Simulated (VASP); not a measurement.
Set up this calculation in VASP 6.6.1, as the native input.

| Quantity | Value |
| --- | --- |
| Task | single point |
| Functional | PBE |
| Potentials or basis | VASP PAW PBE potentials, release 64 (Na_pv, Cl) |
| Cutoff | 500 eV |
| k mesh | 2 × 2 × 2, shifted |
| Occupations | gaussian, width 0.1 eV |
| Spin | no spin polarisation |
| Dipole correction | no |
| Further INCAR settings | ALGO = Normal; EDIFF = 1e-06; NBANDS = 14; ISYM = 0 |

The structure of NaCl lies in POSCAR:

```
NaCl
1.0
    3.5021900000      0.0000000000      0.0000000000
    0.0000000000      3.5021900000      0.0000000000
    0.0000000000      0.0000000000      3.5021900000
Na Cl
1 1
Direct
    0.0000000000      0.0000000000      0.0000000000
    0.5000000000      0.5000000000      0.5000000000
```

The input as run:

INCAR

```
ALGO = Normal
EDIFF = 1E-6
ENCUT = 500
GGA = PE
GGA_COMPAT = F
ISIF = 2
ISMEAR = 0
ISYM = 0
LASPH = T
LCHARG = F
LREAL = F
LWAVE = F
NBANDS = 14
NELM = 120
PREC = Accurate
SIGMA = 0.1
```

KPOINTS

```
Automatic mesh
0
Gamma
  2 2 2
  0 0 0.5
```

Potentials or basis: VASP PAW PBE potentials, release 64 (Na_pv, Cl).

Run with:

```bash
$ cat potpaw_PBE.64/Na_pv/POTCAR potpaw_PBE.64/Cl/POTCAR > POTCAR
$ mpirun -np 1 vasp_std > vasp.out
```

Results of the run:

| Quantity | Value |
| --- | --- |
| Pressure | 1.4 GPa |
| Band gap on the k mesh | 5.41 eV, indirect (least direct gap 5.66 eV) |

Caveat: the k points lie up to 0.90 Å⁻¹ apart.

It took 3.2 s on 1 thread of Intel(R) Xeon(R) Platinum 8481C CPU @ 2.70GHz (Sapphire Rapids) (shared host), peak memory 0.14 GiB.
